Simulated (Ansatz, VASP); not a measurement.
## Two plane-wave programs on CoSi

The input POSCAR:

```
CoSi
1.0
    0.0000000000      2.2186597428      2.2186597428
    2.2186597428      0.0000000000      2.2186597428
    2.2186597428      2.2186597428      0.0000000000
Co Si
1 1
Direct
    0.0000000000      0.0000000000      0.0000000000
    0.5000000000      0.5000000000      0.5000000000
```

The input INCAR.step1:

```
SYSTEM = CoSi
ALGO = Normal
EDIFF = 1E-5
ENCUT = 660
GGA = PE
GGA_COMPAT = .FALSE.
ISMEAR = -1
LASPH = .TRUE.
LCHARG = .FALSE.
LREAL = .FALSE.
LWAVE = .TRUE.
NBANDS = 14
NELM = 120
PREC = Accurate
SIGMA = 0.1
```

INCAR.step2

```
SYSTEM = CoSi
ALGO = Normal
EDIFF = 1E-6
ENCUT = 660
GGA_COMPAT = .FALSE.
ISIF = 2
ISMEAR = -1
ISTART = 1
LASPH = .TRUE.
LCHARG = .FALSE.
LMIXTAU = .TRUE.
LREAL = .FALSE.
LWAVE = .FALSE.
METAGGA = R2SCAN
NBANDS = 14
NELM = 120
PREC = Accurate
SIGMA = 0.1
```

KPOINTS

```
k-points
0
G
  14 14 14
  0 0 0
```

Input for Ansatz:

```yaml
crystal:
  lattice:
    - [0.0, 2.2186597428, 2.2186597428]
    - [2.2186597428, 0.0, 2.2186597428]
    - [2.2186597428, 2.2186597428, 0.0]
  atoms:
    - { symbol: Co, position: [0.0, 0.0, 0.0] }
    - { symbol: Si, position: [0.5, 0.5, 0.5] }
kpoints:
  mp_grid: { grid: [14, 14, 14] }
  band_path:
    path:
      - [0.0, 0.0, 0.0]
      - [0.5, 0.0, 0.5]
      - [0.625, 0.25, 0.625]
      - [0.375, 0.375, 0.75]
      - [0.0, 0.0, 0.0]
      - [0.5, 0.5, 0.5]
      - [0.5, 0.25, 0.75]
      - [0.5, 0.0, 0.5]
    npoints: 8
scf:
  occupations: { method: fermi_dirac, width: 0.1 }
hamiltonian:
  xc: r2scan
  pseudopotentials: { kind: paw }
output:
  forces: true
  stress: true
  eigenvalues: true
  populations: true
  dos: { projected: true, de: 0.2, e_range: [-14, 8] }
```

Change from the starting cell: volume scaled by 0.88, PAW files.

Alike in both runs: task single point; functional r2SCAN; k mesh 14 × 14 × 14; occupations fermi-dirac, width 0.1 eV; no spin polarisation.

|  | VASP | Ansatz |
| --- | --- | --- |
| version | VASP 6.6.1 | Ansatz 0.2.0 |
| potentials or method | VASP PAW PBE potentials, release 64 (Co, Si) | PAW with Ansatz's default frozen-core files, scalar-relativistic |
| plane-wave cutoff (eV) | 660 | 500 |
| valence electrons in the cell | 13 | 21 |

|  | VASP | Ansatz | Ansatz less VASP |
| --- | --- | --- | --- |
| pressure (GPa) | 28.8 | 28.5 | -0.26 |

VASP's potentials were made for PBE, not for r2SCAN. Both programs put the cell under a high pressure, so it lies far from rest at this level. VASP's potentials hold 13 valence electrons a cell and Ansatz's 21, so a difference there can come from the potentials and not from the codes.
